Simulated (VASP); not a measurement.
# InSb (P4/mmm) in VASP: a series of runs

The runs below take InSb through single point, with LDA.

Program: VASP 6.6.1. These are calculated values, not measurements. Logs are shortened: lines on timing, memory, paths and dates and some standing lists are left out, and cuts for length are marked.

### Step 1. The cell of the first run

Symmetry: P4/mmm, No. 123, tetragonal system. The conventional cell has a = 3.025 Å, b = 3.025 Å, c = 6.443 Å, α = 90.00°, β = 90.00°, γ = 90.00°. In (site symmetry 4/mmm) has 4 In at 3.03 Å and 2 Sb at 3.22 Å within 4.0 Å. Within 4.0 Å of Sb (site symmetry 4/mmm) lie 4 Sb at 3.03 Å and 2 In at 3.22 Å.

### Step 2. Single point, LDA (29.48 Å³/atom)

INCAR reads:

```
SYSTEM = InSb
ALGO     = Normal         ! electronic algorithm
EDIFF    = 1E-7           ! SCF threshold, eV
ENCUT    = 520            ! plane-wave cutoff, eV
GGA      = CA             ! functional
ISIF     = 2              ! what is computed and relaxed
ISMEAR   = 0              ! smearing method
LASPH    = .True.         ! aspherical terms in the spheres
LCHARG   = .True.         ! write CHGCAR
LELF     = .True.         ! ELF
LREAL    = .False.        ! projectors in reciprocal space
LVHAR    = .True.       
LWAVE    = .False.        ! write WAVECAR
NBANDS   = 16             ! bands
NELM     = 60             ! most SCF steps
PREC     = Accurate       ! precision mode
SIGMA    = 0.15           ! smearing width, eV
```

KPOINTS reads:

```
k-points
0
Gamma
  16 16 8
  0 0 0
```

POSCAR reads:

```
InSb
1.0
    3.0250513681      0.0000000000      0.0000000000
    0.0000000000      3.0250513681      0.0000000000
    0.0000000000      0.0000000000      6.4430569090
In Sb
1 1
Direct
    0.0000000000      0.0000000000      0.0000000000
    0.0000000000      0.0000000000      0.5000000000
```

Potentials or basis: VASP PAW LDA potentials, release 64 (In_d, Sb).

Run with:

```console
> cat potpaw_LDA.64/In_d/POTCAR potpaw_LDA.64/Sb/POTCAR > POTCAR
> mpirun -np 1 vasp_std > vasp.out
```

OUTCAR:

```text
SYSTEM = InSb
   EDIFF = 1E-7
   ENCUT = 520
   GGA = CA
   ISIF = 2
   ISMEAR = 0
   LASPH = .True.
   LREAL = .False.
   NELM = 60
   PREC = Accurate

 ion  position               nearest neighbor table
   1  0.000  0.000  0.000-   2 3.22   2 3.22
   2  0.000  0.000  0.500-   1 3.22   1 3.22

  LATTYP: Found a simple tetragonal cell.
 ALAT       =     3.0250513681
 C/A-ratio  =     2.1299000000

  Lattice vectors:

 A1 = (   3.0250513681,   0.0000000000,   0.0000000000)
 A2 = (   0.0000000000,   3.0250513681,   0.0000000000)
 A3 = (   0.0000000000,   0.0000000000,   6.4430569090)

Analysis of symmetry for initial positions (statically):
=====================================================================
 Subroutine PRICEL returns:
 Original cell was already a primitive cell.

 Routine SETGRP: Setting up the symmetry group for a
 simple tetragonal supercell.

 Subroutine GETGRP returns: Found 16 space group operations
 (whereof 16 operations were pure point group operations)
 out of a pool of 16 trial point group operations.

The static configuration has the point symmetry D_4h.

Analysis of symmetry for dynamics (positions and initial velocities):
=====================================================================
 Subroutine PRICEL returns:
 Original cell was already a primitive cell.

 Routine SETGRP: Setting up the symmetry group for a
 simple tetragonal supercell.

 Subroutine GETGRP returns: Found 16 space group operations
 (whereof 16 operations were pure point group operations)
 out of a pool of 16 trial point group operations.

The dynamic configuration has the point symmetry D_4h.

 Subroutine INISYM returns: Found 16 space group operations
 (whereof 16 operations are pure point group operations),
 and found     1 'primitive' translations

----------------------------------------------------------------------------------------

                                     Primitive cell

  volume of cell :      58.9600

  direct lattice vectors                    reciprocal lattice vectors
     3.025051368  0.000000000  0.000000000     0.330572899  0.000000000  0.000000000
     0.000000000  3.025051368  0.000000000     0.000000000  0.330572899  0.000000000
     0.000000000  0.000000000  6.443056909     0.000000000  0.000000000  0.155205831

  length of vectors
     3.025051368  3.025051368  6.443056909     0.330572899  0.330572899  0.155205831

  position of ions in fractional coordinates (direct lattice)
     0.000000000  0.000000000  0.000000000
     0.000000000  0.000000000  0.500000000

  ion indices of the primitive-cell ions
   primitive index   ion index
                 1           1
                 2           2

----------------------------------------------------------------------------------------

 KPOINTS: k-points

Automatic generation of k-mesh.
 Grid dimensions read from file:
 generate k-points for:   16   16    8

 Generating k-lattice:

  Cartesian coordinates                     Fractional coordinates (reciprocal lattice)
     0.020660806  0.000000000  0.000000000     0.062500000  0.000000000  0.000000000
     0.000000000  0.020660806  0.000000000     0.000000000  0.062500000  0.000000000
     0.000000000  0.000000000  0.019400729     0.000000000  0.000000000  0.125000000

  Length of vectors
     0.020660806  0.020660806  0.019400729

  Shift w.r.t. Gamma in fractional coordinates (k-lattice)
     0.000000000  0.000000000  0.000000000

 Subroutine IBZKPT returns following result:
 ===========================================

 Found    225 irreducible k-points:

 Following reciprocal coordinates:
            Coordinates               Weight
  0.000000  0.000000  0.000000      1.000000
  0.062500  0.000000  0.000000      4.000000
  0.125000  0.000000  0.000000      4.000000
  0.187500  0.000000  0.000000      4.000000
  0.250000  0.000000  0.000000      4.000000
  0.312500  0.000000  0.000000      4.000000
[... 16 lines left out ...]
  0.437500  0.125000  0.000000      8.000000
  0.500000  0.125000  0.000000      4.000000
 [... further k-points ...]
   k-points           NKPTS =    225   k-points in BZ     NKDIM =    225   number of bands    NBANDS=     16
   number of dos      NEDOS =    301   number of ions     NIONS =      2
   total plane-waves  NPLWV =  27648
   dimension x,y,z NGX =    24 NGY =   24 NGZ =   48
   dimension x,y,z NGXF=    48 NGYF=   48 NGZF=   96
   ions per type =               1   1
   NGX,Y,Z   is equivalent  to a cutoff of  13.19, 13.19, 12.39 a.u.
   NGXF,Y,Z  is equivalent  to a cutoff of  26.38, 26.38, 24.77 a.u.
 SYSTEM =  InSb
   PREC   = accura    normal or accurate (medium, high low for compatibility)
   ISTART =      0    job   : 0-new  1-cont  2-samecut
   ICHARG =      2    charge: 1-file 2-atom 10-const
   ISPIN  =      1    spin polarized calculation?
   LNONCOLLINEAR =      F non collinear calculations
   LSORBIT =      F    spin-orbit coupling
   LASPH  =      T    aspherical Exc in radial PAW
   ENCUT  =  520.0 eV  38.22 Ry    6.18 a.u.   5.62  5.62 11.98*2*pi/ulx,y,z
   NELM   =     60;   NELMIN=  2; NELMDL= -5     # of ELM steps
   EDIFF  = 0.1E-06   stopping-criterion for ELM
   LREAL  =      F    real-space projection
   EDIFFG = 0.1E-05   stopping-criterion for IOM
   NSW    =      0    number of steps for IOM
   IBRION =     -1    ionic relax: 0-MD 1-quasi-New 2-CG
   NFREE  =      0    steps in history (QN), initial steepest desc. (CG)
   ISIF   =      2    stress and relaxation
   ISYM   =      2    0-nonsym 1-usesym 2-fastsym
   POTIM  = 0.5000    time-step for ionic-motion
   TEBEG  =    0.0;   TEEND  =   0.0 temperature during run
   PSTRESS=    0.0 pullay stress
   NELECT =      18.0000    total number of electrons
   NUPDOWN=      -1.0000    fix difference up-down
   EMIN   =  10.00;   EMAX   =-10.00  energy-range for DOS
   EFERMI =   0.00;   METHOD = LEGACY
   ISMEAR =     0;   SIGMA  =   0.15  broadening in eV -4-tet -1-fermi 0-gaus
   EFERMI_NEDOS =   21; number of points for ismear=-14 and -15
   IALGO  =     38    algorithm
   IMIX   =      4    mixing-type and parameters
     AMIX     =   0.40;   BMIX     =  1.00
     AMIX_MAG =   1.60;   BMIX_MAG =  1.00
  volume/ion in A,a.u.               =      29.48       198.94
  Fermi-wavevector in a.u.,A,eV,Ry     =   1.102334  2.083109 16.532985  1.215140
  Thomas-Fermi vector in A             =   2.238775
   LORBIT       =      0    0 simple, 1 ext, 2 COOP (PROOUT), +10 PAW based schemes
   GGA     = CA    functional components
   LHFCALC =     F    Hartree Fock is set to
   AEXX    =    0.0000 exact exchange contribution
   IVDW    =     0    specifies the selected vdW correction
   LEPSILON=     F    determine dielectric tensor
   LRPA    =     F    only Hartree local field effects (RPA)
 non-spin polarized calculation
 Gauss-broadening in eV      SIGMA  =   0.15
  energy-cutoff  :      520.00
  volume of cell :       58.96
 maximum number of plane-waves:      1608
 NGX is ok and might be reduce to    24
   NGX = 11   NGY = 11   NGZ = 23

 number of electron      18.0000009 magnetization

 Free energy of the ion-electron system (eV)
  ---------------------------------------------------
  ext. energy  EPLUGINS =         0.00000000
  ---------------------------------------------------
  free energy    TOTEN  =        -7.88497343 eV

  energy without entropy =       -7.87382476  energy(sigma->0) =       -7.87939909

 E-fermi :   6.4015     XC(G=0):  -9.8631

 val. band max:        6.4012070131   @ k =   0.3750   0.0000   0.1250
 cond. band min:       6.4220716919   @ k =   0.3125   0.2500   0.3750
 fundamental gap:      0.0208646788
 Fermi energy:         6.4015058914

 k-point     1 :       0.0000    0.0000    0.0000
  band No.  band energies     occupation
      1      -8.5387      2.00000
      2      -8.2729      2.00000
      3      -7.8794      2.00000
      4      -7.8794      2.00000
      5      -7.7748      2.00000
      6      -5.2569      2.00000
[... 8 lines left out ...]
     15      15.4379      0.00000
     16      16.0847      0.00000

 k-point     2 :       0.0625    0.0000    0.0000
  band No.  band energies     occupation
      1      -8.5231      2.00000
      2      -8.2635      2.00000
      3      -7.8903      2.00000
      4      -7.8785      2.00000
      5      -7.7830      2.00000
      6      -5.1947      2.00000
[... 8 lines left out ...]
     15      15.5206      0.00000
     16      16.5783      0.00000

 k-point     3 :       0.1250    0.0000    0.0000
  band No.  band energies     occupation
      1      -8.4833      2.00000
      2      -8.2321      2.00000
      3      -7.9211      2.00000
      4      -7.8760      2.00000
      5      -7.8060      2.00000
      6      -5.0090      2.00000
[... 8 lines left out ...]
     15      15.7471      0.00000
     16      15.7649      0.00000

 k-point     4 :       0.1875    0.0000    0.0000
  band No.  band energies     occupation
      1      -8.4365      2.00000
      2      -8.1725      2.00000
      3      -7.9666      2.00000
      4      -7.8721      2.00000
      5      -7.8403      2.00000
      6      -4.7021      2.00000
[... 8 lines left out ...]
     15      15.5985      0.00000
     16      16.1597      0.00000

 k-point     5 :       0.2500    0.0000    0.0000
  band No.  band energies     occupation
      1      -8.3982      2.00000
      2      -8.0857      2.00000
      3      -8.0195      2.00000
      4      -7.8804      2.00000
      5      -7.8677      2.00000
      6      -4.2808      2.00000
[... 8 lines left out ...]
     15      15.9522      0.00000
     16      16.6842      0.00000

 k-point     6 :       0.3125    0.0000    0.0000
  band No.  band energies     occupation
      1      -8.3715      2.00000
      2      -8.0714      2.00000
      3      -7.9878      2.00000
      4      -7.9202      2.00000
      5      -7.8632      2.00000
      6      -3.7614      2.00000
[... 8 lines left out ...]
     15      16.3729      0.00000
     16      17.3038      0.00000
[... 267 lines left out ...]
 k-point    21 :       0.3125    0.1250    0.0000
  band No.  band energies     occupation
      1      -8.2779      2.00000
      2      -8.0659      2.00000
      3      -7.9852      2.00000
      4      -7.9594      2.00000
      5      -7.9023      2.00000
      6      -3.5147      2.00000
[... 8 lines left out ...]
     15      15.6107      0.00000
     16      17.1083      0.00000

 k-point    22 :       0.3750    0.1250    0.0000
  band No.  band energies     occupation
      1      -8.2611      2.00000
      2      -8.1088      2.00000
      3      -8.0008      2.00000
      4      -7.8980      2.00000
      5      -7.8900      2.00000
      6      -2.9381      2.00000
[... 8 lines left out ...]
     15      15.9564      0.00000
     16      16.7051      0.00000

 k-point    23 :       0.4375    0.1250    0.0000
  band No.  band energies     occupation
      1      -8.2516      2.00000
      2      -8.1371      2.00000
      3      -8.0245      2.00000
      4      -7.8952      2.00000
      5      -7.8286      2.00000
      6      -2.4110      2.00000
[... 8 lines left out ...]
     15      16.0332      0.00000
     16      16.9915      0.00000

 k-point    24 :       0.5000    0.1250    0.0000
  band No.  band energies     occupation
      1      -8.2485      2.00000
      2      -8.1469      2.00000
      3      -8.0329      2.00000
      4      -7.8941      2.00000
      5      -7.8067      2.00000
      6      -2.1722      2.00000
[... 8 lines left out ...]
     15      16.3509      0.00000
     16      17.6543      0.00000

 [... further k-points ...]

------------------------ aborting loop because EDIFF is reached ----------------------------------------

  FORCE on cell =-STRESS in cart. coord.  units (eV):
  Direction    XX          YY          ZZ          XY          YZ          ZX
  --------------------------------------------------------------------------------------
  -------------------------------------------------------------------------------------
  Total       -0.5800322     -0.5800322     -2.2139987      0.0000000     -0.0000000     -0.0000000
  in kB      -15.7617771    -15.7617771    -60.1631376      0.0000000     -0.0000000     -0.0000000
  external PRESSURE =     -30.5622306 kB  Pullay stress =       0.0000000 kB

 VOLUME and BASIS-vectors are now :
 -----------------------------------------------------------------------------
  energy-cutoff  :      520.00
  volume of cell :       58.96
      direct lattice vectors                 reciprocal lattice vectors
     3.025051368  0.000000000  0.000000000     0.330572899  0.000000000  0.000000000
     0.000000000  3.025051368  0.000000000     0.000000000  0.330572899  0.000000000
     0.000000000  0.000000000  6.443056909     0.000000000  0.000000000  0.155205831

 POSITION                                       TOTAL-FORCE (eV/Angst)
 -----------------------------------------------------------------------------------
      0.00000      0.00000      0.00000         0.000000      0.000000      0.000000
      0.00000      0.00000      3.22153         0.000000      0.000000      0.000000
 -----------------------------------------------------------------------------------
    total drift:                                0.000000     -0.000000     -0.000000

  FREE ENERGIE OF THE ION-ELECTRON SYSTEM (eV)
  ---------------------------------------------------
  free  energy   TOTEN  =        -7.8849734277 eV

  energy  without entropy=       -7.8738247617  energy(sigma->0) =       -7.87939909
```

It took 43 s on 1 thread of Intel Xeon 6975P-C (Granite Rapids), shared host; peak memory 0.32 GiB.

Results:

```yaml
Free_energy: -7.8850 eV
Pressure: -3.1 GPa
Band_gap_on_the_k_mesh: zero (bands 9 and 10 overlap by 5.96 eV)
```

Stress tensor (GPa, compression positive):
```
-1.58  0.00  0.00
 0.00 -1.58  0.00
 0.00  0.00 -6.02
```

Caveat: the cell stands under tension; spin-orbit coupling is left out, which moves the levels of the heavy elements.

### Step 3. Single point, LDA (29.48 Å³/atom)

INCAR reads:

```
ALGO = Normal
EDIFF = 1E-6
ENCUT = 520
GGA = CA
ISIF = 2
ISMEAR = 0
LASPH = T
LCHARG = F
LREAL = F
LWAVE = F
NBANDS = 16
NELM = 100
PREC = Accurate
SIGMA = 0.15
```

KPOINTS reads:

```
k-points
0
Gamma
  16 16 8
```

POSCAR reads:

```
InSb
1.0
    3.1490906440      0.0000000000      0.0000000000
    0.0000000000      3.1490906440      0.0000000000
    0.0000000000      0.0000000000      5.9454831359
In Sb
1 1
Direct
    0.0000000000      0.0000000000      0.0000000000
    0.0000000000      0.0000000000      0.5000000000
```

Potentials or basis: VASP PAW LDA potentials, release 64 (In_d, Sb).

Run with:

```console
> cat potpaw_LDA.64/In_d/POTCAR potpaw_LDA.64/Sb/POTCAR > POTCAR
> mpirun -np 1 vasp_std > vasp.out
```

Wall time 40 s (1 thread of Intel Xeon 6975P-C (Granite Rapids), shared host); peak memory 0.32 GiB.

It converged, with:

* Free energy: -7.8684 eV
* Pressure: -3.2 GPa
* Band gap on the k mesh: zero (bands 9 and 10 overlap by 5.09 eV)

Stress tensor (GPa, compression positive):
```
-5.23  0.00  0.00
 0.00 -5.23  0.00
 0.00  0.00  0.73
```

Levels at points of the mesh, in eV from the Fermi level:
| k point | band 5 | band 6 | band 7 | band 8 | band 9 | band 10 | band 11 | band 12 | band 13 | band 14 |
| --- | --- | --- | --- | --- | --- | --- | --- | --- | --- | --- |
| (0.00, 0.00, 0.00) | -14.23 | -11.48 | -6.43 | -4.57 | 3.57 | 3.57 | 6.38 | 7.33 | 8.06 | 8.40 |
| (0.50, 0.00, 0.00) | -14.30 | -9.11 | -4.90 | -3.27 | -2.53 | -1.22 | 3.11 | 5.44 | 8.77 | 10.06 |
| (0.50, 0.50, 0.00) | -14.07 | -6.64 | -2.93 | -2.93 | -0.62 | 0.26 | 1.09 | 1.09 | 2.69 | 5.78 |
| (0.00, 0.00, 0.50) | -14.23 | -11.31 | -8.10 | -0.19 | 0.81 | 3.83 | 3.83 | 7.38 | 7.38 | 7.43 |
| (0.50, 0.00, 0.50) | -14.29 | -9.04 | -5.17 | -4.52 | -2.31 | 2.16 | 3.37 | 5.68 | 6.32 | 7.09 |
| (0.50, 0.50, 0.50) | -14.07 | -6.64 | -2.62 | -2.62 | -2.31 | 0.14 | 0.14 | 3.09 | 4.55 | 4.89 |

Caveat: the cell stands under tension; spin-orbit coupling is left out, which moves the levels of the heavy elements.

(Continued in part 2 of 2.)
